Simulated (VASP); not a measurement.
Pb: relaxation of cell and atoms with r2SCAN

The system is Pb.

```
CELL_PARAMETERS angstrom
0.00000 2.49475 2.49475
2.49475 0.00000 2.49475
2.49475 2.49475 0.00000
ATOMIC_POSITIONS crystal
Pb 0.00000 0.00000 0.00000
```

```yaml
Program: VASP 6.6.1
Task: relaxation of cell and atoms
Functional: r2SCAN
Potentials_or_basis: VASP PAW PBE potentials, release 64 (Pb_d)
Cutoff: 600 eV
k_mesh: 14 × 14 × 14
Occupations: gaussian, width 0.1 eV
Spin: no spin polarisation
Dipole_correction: no
Further_INCAR_settings: ALGO = Normal; EDIFF = 1e-07; IBRION = 2; EDIFFG = -0.01; NSW = 100; ISIF = 3
```

- Relaxed volume: 31.20 Å³/atom
- Relaxed cell: a = 3.534 Å, b = 3.534 Å, c = 3.534 Å, α = 60.00°, β = 60.00°, γ = 60.00°
- Space group after relaxing (to 0.1 Å): Fm-3m (No. 225)
- Energy gained by relaxing: 0.1 meV/atom
- Ionic steps: 3
- Pressure after relaxing: 0.0 GPa
- Band gap on the k mesh: zero (bands 7 and 8 overlap by 9.03 eV)

Final structure:
```
Pb
1.0
     0.00000    2.49865    2.49865
     2.49865    0.00000    2.49865
     2.49865    2.49865    0.00000
Pb
1
Direct
  0.00000 0.00000 0.00000
```

Levels at points of the mesh, in eV from the Fermi level:
| k point | band 3 | band 4 | band 5 | band 6 | band 7 | band 8 | band 9 | band 10 | band 11 |
| --- | --- | --- | --- | --- | --- | --- | --- | --- | --- |
| (0.00, 0.00, 0.00) | -17.73 | -17.60 | -17.60 | -12.13 | 7.47 | 7.47 | 7.47 | 10.37 | 11.88 |
| (0.50, 0.00, 0.00) | -17.72 | -17.47 | -17.47 | -8.48 | -4.27 | 5.60 | 5.60 | 9.77 | 9.91 |
| (0.50, 0.50, 0.00) | -17.48 | -17.43 | -17.43 | -7.05 | -3.37 | 2.06 | 2.06 | 5.80 | 6.90 |

It took 16 min on 1 thread of AMD EPYC 7R13 (shared host), peak memory 0.17 GiB.

Caveat: the PAW data sets were made with another functional, which shifts forces and pressure a little; spin-orbit coupling is left out, which moves the levels of the heavy elements.
